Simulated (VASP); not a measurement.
# InSe (nod) (R3m) in VASP: single point with PBEsol

Aim: the single point of InSe (nod) with PBEsol.

All numbers are computed with VASP 6.6.1; they aren't measurements. Logs are shortened: lines on timing, memory, paths and dates and some standing lists are left out, and cuts for length are marked.

**The experiment to reproduce.**

From “The Interaction of Hydrogen with the van der Waals Crystal γ-InSe”, 2020, pmc:7321205, for a bulk crystal of InSe at 300 K: band gap 1.25 eV.

How close the calculation comes is told below.

## (1) The cell of the first run

Symmetry: R3m, No. 160, trigonal system. Conventional cell: a = 4.000 Å, b = 4.000 Å, c = 25.320 Å, α = 90.00°, β = 90.00°, γ = 120.00°. In (site symmetry 3m) has 3 Se at 2.64 Å and 1 In at 2.82 Å within 3.5 Å. Within 3.5 Å of In (site symmetry 3m) lie 3 Se at 2.63 Å and 1 In at 2.82 Å. Se (site symmetry 3m) has 3 In at 2.64 Å within 3.5 Å. Within 3.5 Å of Se (site symmetry 3m) lie 3 In at 2.63 Å.

## (2) Single point, PBEsol

File INCAR:

```
SYSTEM = InSe
PREC = Accurate
ENCUT = 520
EDIFF = 1E-6
ISMEAR = 0
SIGMA = 0.1
LREAL = .FALSE.
LASPH = .TRUE.
NELM = 60
ALGO = Normal
ISIF = 2
LWAVE = .FALSE.
LCHARG = .FALSE.
GGA = PS
NBANDS = 27
```

File KPOINTS:

```
regular mesh
0
G
  6 6 6
  0 0 0
```

File POSCAR:

```
InSe
1.0
    2.0000000000      1.1547005384      8.4400000000
   -2.0000000000      1.1547005384      8.4400000000
    0.0000000000     -2.3094010768      8.4400000000
In Se
2 2
Direct
    0.0000000000      0.0000000000      0.0000000000
    0.1114000000      0.1114000000      0.1114000000
    0.6165000000      0.6165000000      0.6165000000
    0.8281000000      0.8281000000      0.8281000000
```

Potentials or basis: VASP PAW PBE potentials, release 64 (In_d, Se).

Started as:

```
$ cat potpaw_PBE.64/In_d/POTCAR potpaw_PBE.64/Se/POTCAR > POTCAR
$ mpirun -np 1 vasp_std > vasp.out
```

OUTCAR:

```text
SYSTEM = InSe
   PREC = Accurate
   ENCUT = 520
   EDIFF = 1E-6
   ISMEAR = 0
   LREAL = .FALSE.
   LASPH = .TRUE.
   NELM = 60
   ISIF = 2
   GGA = PS

 ion  position               nearest neighbor table
   1  0.000  0.000  0.000-   3 2.64   3 2.64   3 2.64   2 2.82
   2  0.111  0.111  0.111-   4 2.63   4 2.63   4 2.63   1 2.82
   3  0.617  0.617  0.617-   1 2.64   1 2.64   1 2.64
   4  0.828  0.828  0.828-   2 2.63   2 2.63   2 2.63

  LATTYP: Found a trigonal (rhomboedric) cell.
 ALAT       =     8.7502533297
 COS(alpha) =     0.8955162542

  Lattice vectors:

 A1 = (   2.0000000000,   1.1547005384,   8.4400000000)
 A2 = (  -2.0000000000,   1.1547005384,   8.4400000000)
 A3 = (   0.0000000000,  -2.3094010768,   8.4400000000)

Analysis of symmetry for initial positions (statically):
=====================================================================
 Subroutine PRICEL returns:
 Original cell was already a primitive cell.

 Routine SETGRP: Setting up the symmetry group for a
 trigonal (rhombohedral) supercell.

 Subroutine GETGRP returns: Found  6 space group operations
 (whereof  6 operations were pure point group operations)
 out of a pool of 12 trial point group operations.

The static configuration has the point symmetry C_3v.

Analysis of symmetry for dynamics (positions and initial velocities):
=====================================================================
 Subroutine PRICEL returns:
 Original cell was already a primitive cell.

 Routine SETGRP: Setting up the symmetry group for a
 trigonal (rhombohedral) supercell.

 Subroutine GETGRP returns: Found  6 space group operations
 (whereof  6 operations were pure point group operations)
 out of a pool of 12 trial point group operations.

The dynamic configuration has the point symmetry C_3v.

 Subroutine INISYM returns: Found  6 space group operations
 (whereof  6 operations are pure point group operations),
 and found     1 'primitive' translations

----------------------------------------------------------------------------------------

                                     Primitive cell

  volume of cell :     116.9481

  direct lattice vectors                    reciprocal lattice vectors
     2.000000000  1.154700538  8.440000000     0.250000000  0.144337567  0.039494471
    -2.000000000  1.154700538  8.440000000    -0.250000000  0.144337567  0.039494471
     0.000000000 -2.309401077  8.440000000     0.000000000 -0.288675135  0.039494471

  length of vectors
     8.750253330  8.750253330  8.750253330     0.291364285  0.291364285  0.291364285

[... 82 lines left out ...]
   ENCUT  =  520.0 eV  38.22 Ry    6.18 a.u.  16.27 16.27 16.27*2*pi/ulx,y,z
   NELM   =     60;   NELMIN=  2; NELMDL= -5     # of ELM steps
   EDIFF  = 0.1E-05   stopping-criterion for ELM
   LREAL  =      F    real-space projection
   EDIFFG = 0.1E-04   stopping-criterion for IOM
   NSW    =      0    number of steps for IOM
   IBRION =     -1    ionic relax: 0-MD 1-quasi-New 2-CG
   NFREE  =      0    steps in history (QN), initial steepest desc. (CG)
   ISIF   =      2    stress and relaxation
   ISYM   =      2    0-nonsym 1-usesym 2-fastsym
   POTIM  = 0.5000    time-step for ionic-motion
   TEBEG  =    0.0;   TEEND  =   0.0 temperature during run
   PSTRESS=    0.0 pullay stress
   NELECT =      38.0000    total number of electrons
   NUPDOWN=      -1.0000    fix difference up-down
   EMIN   =  10.00;   EMAX   =-10.00  energy-range for DOS
   EFERMI =   0.00;   METHOD = LEGACY
   ISMEAR =     0;   SIGMA  =   0.10  broadening in eV -4-tet -1-fermi 0-gaus
   EFERMI_NEDOS =   21; number of points for ismear=-14 and -15
   IALGO  =     38    algorithm
   IMIX   =      4    mixing-type and parameters
     AMIX     =   0.40;   BMIX     =  1.00
     AMIX_MAG =   1.60;   BMIX_MAG =  1.00
  volume/ion in A,a.u.               =      29.24       197.30
  Fermi-wavevector in a.u.,A,eV,Ry     =   1.125481  2.126852 17.234615  1.266709
  Thomas-Fermi vector in A             =   2.262159
   LORBIT       =      0    0 simple, 1 ext, 2 COOP (PROOUT), +10 PAW based schemes
   GGA     = PS    functional components
   LHFCALC =     F    Hartree Fock is set to
   AEXX    =    0.0000 exact exchange contribution
   IVDW    =     0    specifies the selected vdW correction
   LEPSILON=     F    determine dielectric tensor
   LRPA    =     F    only Hartree local field effects (RPA)
 non-spin polarized calculation
 Gauss-broadening in eV      SIGMA  =   0.10
  energy-cutoff  :      520.00
  volume of cell :      116.95
 maximum number of plane-waves:      3181
 NGX is ok and might be reduce to    70
   NGX = 33   NGY = 33   NGZ = 33

 number of electron      37.9999998 magnetization

 Free energy of the ion-electron system (eV)
  ---------------------------------------------------
  ext. energy  EPLUGINS =         0.00000000
  ---------------------------------------------------
  free energy    TOTEN  =       -15.58544316 eV

  energy without entropy =      -15.58540858  energy(sigma->0) =      -15.58542587

 E-fermi :   4.1406     XC(G=0):  -9.0978

 val. band max:        3.9758249359   @ k =   0.5000   0.5000   0.5000
 cond. band min:       4.3053847998   @ k =   0.5000   0.5000   0.5000
 fundamental gap:      0.3295598639
 Fermi energy:         4.1406049342

 k-point     1 :       0.0000    0.0000    0.0000
  band No.  band energies     occupation
      1     -10.7430      2.00000
      2     -10.5696      2.00000
      3     -10.5696      2.00000
      4     -10.4962      2.00000
      5     -10.4962      2.00000
      6     -10.4724      2.00000
[... 709 lines left out ...]
     26      11.0507      0.00000
     27      11.4483      0.00000

 [... further k-points ...]
[... 5 lines left out ...]
  --------------------------------------------------------------------------------------
  -------------------------------------------------------------------------------------
  Total        0.4350343      0.4350343     -0.3316683      0.0000000      0.0000000      0.0000000
  in kB        5.9599288      5.9599288     -4.5438245      0.0000000      0.0000000      0.0000000
  external PRESSURE =       2.4586777 kB  Pullay stress =       0.0000000 kB

 VOLUME and BASIS-vectors are now :
 -----------------------------------------------------------------------------
  energy-cutoff  :      520.00
  volume of cell :      116.95
      direct lattice vectors                 reciprocal lattice vectors
     2.000000000  1.154700538  8.440000000     0.250000000  0.144337567  0.039494471
    -2.000000000  1.154700538  8.440000000    -0.250000000  0.144337567  0.039494471
     0.000000000 -2.309401077  8.440000000     0.000000000 -0.288675135  0.039494471

 POSITION                                       TOTAL-FORCE (eV/Angst)
 -----------------------------------------------------------------------------------
      0.00000      0.00000      0.00000         0.000000     -0.000000      0.299822
      0.00000      0.00000      2.82065         0.000000      0.000000     -0.318087
      0.00000      0.00000     15.60978         0.000000      0.000000     -0.087935
      0.00000      0.00000     20.96749         0.000000      0.000000      0.106201
 -----------------------------------------------------------------------------------
    total drift:                               -0.000000     -0.000000     -0.000278

  FREE ENERGIE OF THE ION-ELECTRON SYSTEM (eV)
  ---------------------------------------------------
  free  energy   TOTEN  =       -15.5854431619 eV

  energy  without entropy=      -15.5854085848  energy(sigma->0) =      -15.58542587
```

OSZICAR:

```text
N       E                     dE             d eps       ncg     rms          rms(c)
DAV:   1     0.338411146587E+03    0.33841E+03   -0.17192E+04  1728   0.155E+03
DAV:   2     0.248390887137E+02   -0.31357E+03   -0.30384E+03  1739   0.387E+02
DAV:   3    -0.142570178593E+02   -0.39096E+02   -0.38369E+02  2216   0.146E+02
DAV:   4    -0.159749303029E+02   -0.17179E+01   -0.17130E+01  2056   0.315E+01
DAV:   5    -0.160495134677E+02   -0.74583E-01   -0.74571E-01  2700   0.633E+00    0.651E+00
DAV:   6    -0.156198819607E+02    0.42963E+00   -0.81784E-01  2414   0.155E+01    0.395E+00
DAV:   7    -0.155886954332E+02    0.31187E-01   -0.32560E-01  2466   0.439E+00    0.111E+00
DAV:   8    -0.155852446687E+02    0.34508E-02   -0.30108E-02  2645   0.192E+00    0.552E-01
DAV:   9    -0.155853636684E+02   -0.11900E-03   -0.47661E-03  2174   0.501E-01    0.141E-01
DAV:  10    -0.155853872966E+02   -0.23628E-04   -0.30540E-04  2357   0.127E-01    0.722E-02
DAV:  11    -0.155854443540E+02   -0.57057E-04   -0.11040E-04  2171   0.980E-02    0.195E-02
DAV:  12    -0.155854403724E+02    0.39816E-05   -0.14846E-05  2621   0.436E-02    0.142E-02
DAV:  13    -0.155854426515E+02   -0.22791E-05   -0.34903E-06  1654   0.105E-02    0.709E-03
DAV:  14    -0.155854431619E+02   -0.51042E-06   -0.14886E-06  1534   0.163E-02
   1 F= -.15585443E+02 E0= -.15585426E+02  d E =-.345771E-04
```

It took 3.6 min on 1 thread of Intel Xeon 6975P-C (Granite Rapids), shared host; peak memory 0.67 GiB.

Results:

```yaml
Free_energy: -15.5854 eV
Pressure: 0.2 GPa
Largest_force: 0.318 eV/Å
Band_gap_on_the_k_mesh: 0.33 eV, direct
```

Forces on the atoms (eV/Å):
```
In   0.000  0.000  0.300
In   0.000  0.000 -0.318
Se   0.000  0.000 -0.088
Se   0.000  0.000  0.106
```

Stress tensor (GPa, compression positive):
```
 0.60  0.00  0.00
 0.00  0.60  0.00
 0.00  0.00 -0.45
```

Levels at points of the mesh, in eV from the valence-band top:
| k point | band 15 | band 16 | band 17 | band 18 | band 19 | band 20 | band 21 | band 22 | band 23 | band 24 |
| --- | --- | --- | --- | --- | --- | --- | --- | --- | --- | --- |
| (0.00, 0.00, 0.00) | -1.55 | -1.31 | -1.31 | -1.22 | -1.22 | 1.62 | 1.99 | 4.35 | 4.35 | 5.10 |
| (0.50, 0.00, 0.00) | -3.49 | -2.41 | -2.36 | -2.25 | -1.69 | 1.13 | 1.90 | 3.55 | 3.90 | 4.78 |
| (0.50, 0.50, 0.00) | -3.25 | -2.68 | -2.52 | -2.07 | -1.52 | 1.11 | 1.91 | 3.20 | 3.52 | 4.36 |
| (0.50, 0.50, 0.50) | -1.38 | -1.38 | -1.14 | -1.14 | 0.00 | 0.33 | 2.05 | 4.27 | 4.27 | 5.55 |

Caveat: the PAW data sets were made with another functional, which shifts forces and pressure a little; spin-orbit coupling is left out, which moves the levels of the heavy elements.

## (3) Comparison with measurements

Step 2. A measured gap of InSe is 1.25 eV (300 K; “The Interaction of Hydrogen with the van der Waals Crystal γ-InSe”, 2020, pmc:7321205); the calculated 0.33 eV misses it by -0.92 eV. Spin-orbit coupling on In, Se is left out. The value is that of PBEsol on a finite k mesh, which can miss the band edges, without temperature or zero-point motion. Semilocal functionals fall short of measured gaps as a rule.
